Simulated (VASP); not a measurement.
Crystal: CdH2.

```
Cd H
1.0
     0.00000    2.52717    2.52717
     2.52717    0.00000    2.52717
     2.52717    2.52717    0.00000
Cd H
1 2
Direct
  0.00000 0.00000 0.00000
  0.25000 0.25000 0.25000
  0.75000 0.75000 0.75000
```

Base run:

- Program: VASP 6.6.1
- Functional: PBEsol
- Potentials or basis: VASP PAW PBE potentials, release 64 (Cd, H)
- Cutoff: 520 eV
- k mesh: 6 × 6 × 6
- Occupations: fermi-dirac, width 0.02 eV
- Spin: no spin polarisation

Its results: band gap on the k mesh zero (band 7 reaches 1.95 eV, above the bottom of band 8 at 0.82 eV); pressure -1.5 GPa.

Question: The run is repeated on the same cell with these changes: k mesh from 6 × 6 × 6 to 5 × 5 × 5. What comes out?

Answer: Band gap on the k mesh zero (band 7 reaches 1.93 eV, above the bottom of band 8 at 1.03 eV); pressure -1.9 GPa.

Caveats: some runs use coarse meshes; the PAW data sets were made with another functional, which shifts forces and pressure a little.
